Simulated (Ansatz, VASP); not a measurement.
# Be2BiSb3: VASP beside Ansatz

The input INCAR:

```
ALGO = Normal
EDIFF = 1E-7
EDIFFG = -0.01
ENCUT = 600
GGA = PE
IBRION = 2
ISIF = 3
ISMEAR = 0
LASPH = True
LCHARG = False
LREAL = False
LWAVE = False
NELM = 100
NSW = 100
PREC = Accurate
SIGMA = 0.1
```

The input KPOINTS:

```
k-points
0
Gamma
  6 6 10
```

File POSCAR:

```
Be2BiSb3
1.0
    6.6526753897      0.0000000000      0.0000000000
   -3.3263376948      5.7613858906      0.0000000000
    0.0000000000      0.0000000000      3.6059704974
Be Sb Bi
2 3 1
Direct
    0.3333333333      0.6666666667      0.0000000000
    0.6666666667      0.3333333333      0.0000000000
    0.5000000000      0.0000000000      0.5000000000
    0.5000000000      0.5000000000      0.5000000000
    0.0000000000      0.5000000000      0.5000000000
    0.0000000000      0.0000000000      0.0000000000
```

Input for Ansatz:

```yaml
crystal:
  lattice:
    - [6.6526753897, 0.0, 0.0]
    - [-3.3263376948, 5.7613858906, 0.0]
    - [0.0, 0.0, 3.6059704974]
  atoms:
    - { symbol: Be, position: [0.3333333333, 0.6666666667, 0.0] }
    - { symbol: Be, position: [0.6666666667, 0.3333333333, 0.0] }
    - { symbol: Sb, position: [0.5, 0.0, 0.5] }
    - { symbol: Sb, position: [0.5, 0.5, 0.5] }
    - { symbol: Sb, position: [0.0, 0.5, 0.5] }
    - { symbol: Bi, position: [0.0, 0.0, 0.0] }
basis:
  ecutwfc: 420
kpoints:
  mp_grid: { grid: [6, 6, 10] }
hamiltonian:
  xc: pbe
scf:
  occupations: { method: gaussian, width: 0.1 }
output:
  forces: true
  stress: true
  eigenvalues: true
relax:
  adjacent_minimum: "off"
  f_tol: 0.01
  max_steps: 80
  cell: { stress_tol: 0.05 }
```

Change from the starting cell: species swapped into the CeCo3B2 type (P6/mmm, No. 191).

Alike in both runs: task relaxation of cell and atoms; functional PBE; k mesh 6 × 6 × 10; occupations gaussian, width 0.1 eV; no spin polarisation.

|  | VASP | Ansatz |
| --- | --- | --- |
| version | VASP 6.6.1 | Ansatz 0.2.0 |
| potentials or method | VASP PAW PBE potentials, release 64 (Be, Sb, Bi_d), cutoff 600 eV | scalar-relativistic, plane waves, PAW |
| valence electrons in the cell | 34 | 64 |

|  | VASP | Ansatz | Ansatz less VASP |
| --- | --- | --- | --- |
| gap on the k mesh at the Fermi level, each at its own relaxed structure (eV) | none | none | - |
| relaxed volume (Å³/atom) | 22.98 | 22.96 | -0.017 |
| relaxed cell length with the largest relative difference (Å) | 3.658 | 3.654 | -0.0041 |

A gap of «none» marks a metal or a gap that the smearing closes. VASP's potentials hold 34 valence electrons a cell and Ansatz's 64, so a difference there can come from the potentials and not from the codes.

Neither program's run includes spin-orbit coupling.
